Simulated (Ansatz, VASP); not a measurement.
## One calculation of BN, two programs

INCAR

```
ALGO = Normal
EDIFF = 1E-7
ENCUT = 520
GGA = PE
ISIF = 2
ISMEAR = 0
LASPH = True
LCHARG = False
LREAL = False
LWAVE = False
NBANDS = 11
NELM = 100
PREC = Accurate
SIGMA = 0.02
```

KPOINTS

```
k-points
0
Gamma
  12 12 12
```

POSCAR

```
BN
1.0
    0.0073251431      3.4541645643      2.1020294116
    1.2467226660     -0.0410427613      2.1724908007
    1.2440463538      3.4968720181     -0.0646822500
B N
1 1
Direct
    0.0062647093     -0.0078147471      0.9996584586
    0.6823088083      0.6481888848      0.3349314075
```

Input for Ansatz:

```yaml
crystal:
  lattice:
    - [0.0073251431, 3.4541645643, 2.1020294116]
    - [1.246722666, -0.0410427613, 2.1724908007]
    - [1.2440463538, 3.4968720181, -0.06468225]
  atoms:
    - { symbol: B, position: [0.0062647093, -0.0078147471, 0.9996584586] }
    - { symbol: "N", position: [0.6823088083, 0.6481888848, 0.3349314075] }
basis:
  ecutwfc: 420
kpoints:
  mp_grid: { grid: [12, 12, 12] }
hamiltonian:
  xc: pbe
scf:
  occupations: { method: gaussian, width: 0.02 }
output:
  forces: true
  stress: true
  eigenvalues: true
```

Change from the starting cell: all atoms moved at random (sigma 0.04 Å), cell strained at random (1 %).

Alike in both runs: task single point; functional PBE; k mesh 12 × 12 × 12; occupations gaussian, width 0.02 eV; no spin polarisation.

|  | VASP | Ansatz |
| --- | --- | --- |
| version | VASP 6.6.1 | Ansatz 0.2.0 |
| potentials or method | VASP PAW PBE potentials, release 64 (B, N), cutoff 520 eV | scalar-relativistic, plane waves, PAW |
| valence electrons in the cell | 8 | 8 |

```tsv
	VASP	Ansatz	Ansatz less VASP
gap on the k mesh at the Fermi level (eV)	3.85	3.86	+0.008
least direct gap on the mesh (eV)	4.59	4.60	+0.003
pressure (GPa)	5.4	5.4	-0.06
traceless stress, the component that is largest in VASP (GPa)	5.95	5.83	-0.114
rms of the force components (eV/Å)	0.414	0.414	-0.0001
```

Atom by atom the forces differ by 0.001 eV/Å (rms over components).
